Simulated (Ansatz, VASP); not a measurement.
**Two plane-wave programs on CdSe**

```
CELL_PARAMETERS angstrom
4.17496 0.08597 0.00000
-2.01303 3.65859 0.00000
0.00000 0.00000 6.97171
ATOMIC_POSITIONS crystal
Cd 0.65317 0.34683 0.97185
Cd 0.34683 0.65317 0.47185
Se 0.69248 0.30752 0.40315
Se 0.30752 0.69248 0.90315
```

Alike in both runs: task single point; functional PBE; k mesh 9 × 9 × 4; occupations gaussian, width 0.02 eV; no spin polarisation.

|  | VASP | Ansatz |
| --- | --- | --- |
| version | VASP 6.6.1 | Ansatz 0.2.0 |
| potentials or method | VASP PAW PBE potentials, release 64 (Cd, Se), cutoff 520 eV | scalar-relativistic, plane waves, PAW |
| valence electrons in the cell | 36 | 72 |

Ansatz gave:

```
gap on the k mesh at the Fermi level (eV)                     : 0.87
least direct gap on the mesh (eV)                             : 0.87
pressure (GPa)                                                : 8.0
traceless stress, the component that is largest in VASP (GPa) : -7.66
rms of the force components (eV/Å)                            : 0.549
```

Question: What did VASP give for the same quantities?

Answer: gap on the k mesh at the Fermi level (eV): 0.87; least direct gap on the mesh (eV): 0.87; pressure (GPa): 8.5; traceless stress, the component that is largest in VASP (GPa): -7.97; rms of the force components (eV/Å): 0.566.

Atom by atom the forces differ by 0.017 eV/Å (rms over components). The functional is the same, so the differences come from potentials, cutoffs and numerics. VASP's potentials hold 36 valence electrons a cell and Ansatz's 72, so a difference there can come from the potentials and not from the codes. Ansatz's warnings: structure snapped to symmetry.
